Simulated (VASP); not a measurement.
A run of VASP 6.6.1:

The input INCAR:

```
SYSTEM = NaCl
PREC = Accurate
ENCUT = 500
EDIFF = 1E-6
ISMEAR = 0
SIGMA = 0.2
LREAL = .False.
LASPH = .True.
NELM = 120
ALGO = Normal
ISIF = 2
LWAVE = .False.
LCHARG = .False.
GGA = PS
NBANDS = 14
GGA_COMPAT = .False.
```

KPOINTS

```
Automatic mesh
0
Gamma
  6 6 6
  0 0 0
```

POSCAR

```
NaCl
1.0
    0.0000000000      2.8026988074      2.8026988074
    2.8026988074      0.0000000000      2.8026988074
    2.8026988074      2.8026988074      0.0000000000
Na Cl
1 1
Direct
    0.0000000000      0.0000000000      0.0000000000
    0.5000000000      0.5000000000      0.5000000000
```

Potentials or basis: VASP PAW PBE potentials, release 64 (Na_pv, Cl).

Run with:

```console
$ cat potpaw_PBE.64/Na_pv/POTCAR potpaw_PBE.64/Cl/POTCAR > POTCAR
$ mpirun -np 1 vasp_std > vasp.out
```

Hardware: 1 thread of Intel(R) Xeon(R) Platinum 8259CL CPU @ 2.50GHz (Skylake/Cascade Lake) (shared host).

Task: How long does it take, and how much memory?

Result: It took 16 s on 1 thread of Intel(R) Xeon(R) Platinum 8259CL CPU @ 2.50GHz (Skylake/Cascade Lake), with other jobs on the host, peak memory 0.15 GiB. Counts: scf iterations 12, k points 16.
